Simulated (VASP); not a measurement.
A run of VASP 6.6.1 is set up as follows.

POSCAR

```
SrLi8Nb7O23
1.0
    2.5949501352      1.4981951591      4.6722232478
   -5.1899002704      2.9963903182      9.3444464955
    0.0000000000     -5.9927806363      9.3444464955
Li Nb O Sr
8 7 23 1
Direct
    0.7125640404      0.3551516686      0.3685496017
    0.1954461445      0.1431771685      0.1256867043
    0.6504729139      0.3757060497      0.9080611978
    0.2519637740      0.1063721075      0.5997234124
    0.7092554818      0.8422425803      0.3865575287
    0.2152420033      0.6049406325      0.1144906298
    0.7719219595      0.8272772457      0.8493303042
    0.1946120631      0.6381463939      0.6016726666
    0.9540442444      0.4975682893      0.5036266399
    0.4935153221      0.2501955609      0.2588603575
    0.9852972551      0.5051270953      1.0086153423
    1.0010345339      1.0143036508      0.4937475873
    0.4858031551      0.7415692755      0.2596251043
    0.9687519703      1.0006112374      1.0259801297
    0.5040441153      0.7517903726      0.7532797691
    0.2821513238      0.3174642013      0.4434342030
    0.6364948605      0.4459506108      0.1372745328
    0.8844109365      0.1459414552      0.3167117181
    0.4317270499      0.0600369362      0.3728236643
    0.8232436372      0.1913226396      0.0655363359
    0.1406577060      0.3883439505      0.2014083289
    0.2959791009      0.3291648322      0.9621014406
    0.5907126608      0.4682825216      0.6048192064
    1.0750567204      0.1628209524      0.7877534828
    0.8518061093      0.1817041901      0.5460835732
    0.0126468959      0.3307923070      0.7380815629
    0.3096921727      0.8288343025      0.4183018260
    0.6100045955      0.9838003001      0.0777704310
    0.8839432144      0.6426639538      0.3110166632
    0.3740177769      0.5707400088      0.3859841267
    0.7665012342      0.7004913435      0.0692813542
    0.1072564858      0.8805029702      0.1988759779
    0.2874649903      0.8567014683      0.9218797513
    0.6698955579      0.9361362227      0.6279480530
    0.8955185587      0.6383461087      0.8204990713
    0.3686903146      0.5846962048      0.9063129559
    0.7940094983      0.6646926919      0.5877303555
    0.1598927617      0.8826787065      0.6890573042
    0.4917188976      0.2257070046      0.7756588789
```

Contents of INCAR.step1:

```
ALGO = Normal
EDIFF = 1E-5
ENCUT = 520
GGA = PE
ISIF = 2
ISMEAR = -1
LASPH = T
LCHARG = F
LREAL = Auto
LWAVE = T
NBANDS = 156
NELECT = 262.0
NELM = 100
PREC = Accurate
SIGMA = 0.01
```

File INCAR.step2:

```
ALGO = Normal
EDIFF = 1E-6
ENCUT = 520
GGA = PE
HFSCREEN = 0.2079
ISIF = 2
ISMEAR = -1
ISTART = 1
LASPH = T
LCHARG = F
LHFCALC = T
LREAL = Auto
LWAVE = F
NBANDS = 156
NELECT = 262.0
NELM = 100
PREC = Accurate
PRECFOCK = Fast
SIGMA = 0.01
```

Contents of KPOINTS:

```
Automatic mesh
0
Gamma
  1 1 1
  0.25 0.25 0.25
```

Potentials or basis: VASP PAW PBE potentials, release 64 (Li_sv, Nb_sv, O, Sr_sv).

Run with:

```console
$ cat potpaw_PBE.64/Li_sv/POTCAR potpaw_PBE.64/Nb_sv/POTCAR potpaw_PBE.64/O/POTCAR potpaw_PBE.64/Sr_sv/POTCAR > POTCAR
$ cp INCAR.step1 INCAR
$ mpirun -np 1 vasp_std > vasp.out
$ cp INCAR.step2 INCAR
$ mpirun -np 1 vasp_std > vasp.out
```

**Question.** What does it give for the largest force?

**Answer.** 0.952 eV/Å.

Forces in eV/Å, atoms in the order of the input:
```
Li   0.016 -0.010  0.002
Li  -0.035  0.012  0.023
Li   0.005  0.004 -0.025
Li  -0.017 -0.002  0.011
Li  -0.014 -0.009 -0.004
Li   0.025 -0.022 -0.031
Li   0.031  0.006 -0.023
Li   0.020  0.000  0.010
Nb  -0.350 -0.198 -0.509
Nb  -0.111 -0.184 -0.097
Nb   0.233 -0.071 -0.231
Nb  -0.384  0.042  0.123
Nb   0.240 -0.366 -0.265
Nb   0.105 -0.213 -0.235
Nb  -0.041 -0.117 -0.293
O   -0.230  0.162 -0.089
O    0.296  0.257  0.131
O    0.032 -0.346  0.056
O   -0.384  0.303  0.161
O    0.104 -0.279 -0.197
O    0.431  0.099  0.153
O   -0.679 -0.112  0.257
O    0.408  0.648  0.566
O   -0.387  0.020  0.358
O    0.534  0.029 -0.597
O    0.353 -0.190 -0.404
O   -0.075  0.162 -0.172
O    0.410  0.265  0.539
O   -0.020 -0.395 -0.002
O   -0.337  0.517  0.282
O   -0.004 -0.382  0.031
O    0.009  0.337 -0.138
O   -0.373 -0.101  0.102
O    0.228  0.177  0.110
O   -0.037 -0.352  0.076
O   -0.251  0.411  0.092
O   -0.099 -0.222  0.016
O    0.399  0.071  0.181
Sr  -0.047  0.047  0.032
```

Caveat: the k points lie up to 1.14 Å⁻¹ apart, too coarse for converged energies, forces and pressures; the cell carries a net charge on a neutralising background, which shifts energy and pressure; the PAW data sets were made with another functional, which shifts forces and pressure a little.
